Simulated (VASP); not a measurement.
Set up this calculation in VASP 6.6.1, as the native input.

```
Task                   : electric field gradients
Functional             : PBE
Potentials or basis    : VASP PAW PBE potentials, release 64 (Zn, Se)
Cutoff                 : 520 eV
k mesh                 : 8 × 8 × 8
Occupations            : fermi-dirac, width 0.03 eV
Spin                   : no spin polarisation
Dipole correction      : no
Further INCAR settings : ALGO = Normal; EDIFF = 1e-08; NBANDS = 16
```

The structure of ZnSe lies in POSCAR:

```
ZnSe
1.0
    0.0000000000      2.8338000000      2.9188140000
    2.8338000000      0.0000000000      2.9188140000
    2.8338000000      2.8338000000      0.0000000000
Zn Se
1 1
Direct
    0.0000000000      0.0000000000      0.0000000000
    0.7500000000      0.7500000000      0.7500000000
```

This cell differs from its parent crystal: zz strain of +3 %.

One way to write it, as run:

INCAR

```
SYSTEM = ZnSe
PREC = Accurate ; ENCUT = 520
EDIFF = 1E-8 ; ISMEAR = -1
SIGMA = 0.03 ; LREAL = .FALSE.
LASPH = .TRUE. ; NELM = 100
ALGO = Normal ; ISIF = 2
LWAVE = .FALSE. ; LCHARG = .FALSE.
GGA = PE ; LEFG = .TRUE.
NBANDS = 16
```

KPOINTS

```
regular mesh
0
G
  8 8 8
  0 0 0
```

Potentials or basis: VASP PAW PBE potentials, release 64 (Zn, Se).

The run is started by

```sh
$ cat potpaw_PBE.64/Zn/POTCAR potpaw_PBE.64/Se/POTCAR > POTCAR
$ mpirun -np 1 vasp_std > vasp.out
```

Results of the run:

The pressure is 0.5 GPa and the band gap on the k mesh is 1.13 eV, direct.

Caveat: the cell differs from its parent crystal (zz strain of +3 %); without QUAD_EFG the Cq values of the log hold for a quadrupole moment of 1 mb, not for the nuclei.

Wall time 46 s on 1 thread of Intel Xeon 6975P-C, with other jobs on the host, peak memory 0.2 GiB.
